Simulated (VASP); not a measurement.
NbP:

```xyz
4
Lattice="0.0000 3.3269 0.0000 3.3269 0.0000 0.0000 1.6634 1.6634 -5.6932" Properties=species:S:1:pos:R:3 pbc="T T T"
Nb    0.0000    0.0000    0.0000
Nb    1.6634    3.3269   -2.8466
P     1.6634    1.6634    0.0000
P     3.3269    1.6634   -2.8466
```

- Program: VASP 6.6.1
- Task: relaxation of cell and atoms
- Functional: PBE
- Potentials or basis: VASP PAW PBE potentials, release 64 (Nb_sv, P)
- Cutoff: 520 eV
- k mesh: 6 × 6 × 6, shifted
- Occupations: fermi-dirac, width 0.1 eV
- Spin: no spin polarisation

At the start: pressure 18.8 GPa; volume 15.75 Å³/atom.

Q: How do energy, volume and symmetry change on relaxing?

A: Over 10 steps the energy falls by 224.4 meV/atom and the volume is 15.99 Å³/atom (+1.5 %); space group I4_1/amd (No. 141, to 0.1 Å) before and after.

The path:
```csv
step,energy change (eV),largest force (eV/Å),pressure (GPa),volume (Å³)
1,0.0000,0.0000,18.75,63.01
2,0.8017,0.0000,-24.54,80.30
3,-0.6951,0.0000,-6.56,69.31
4,-0.6996,0.0000,-5.27,68.87
5,-0.6996,0.0000,-4.91,68.75
6,-0.8780,0.0000,-1.38,65.21
7,-0.8965,0.0000,0.45,63.94
8,-0.8968,0.0000,0.76,63.75
9,-0.8962,0.0000,-0.98,64.23
10,-0.8978,0.0000,-0.01,63.96
```

Final structure:
```xyz
4
Lattice="0.0004 3.5183 0.0000 3.5183 0.0004 0.0000 1.7593 1.7593 -5.1668" Properties=species:S:1:pos:R:3 pbc="T T T"
Nb    1.7597    5.2777   -5.1668
Nb    1.7595    3.5185   -2.5834
P     1.7593    1.7593    0.0000
P     3.5185    1.7595   -2.5834
```
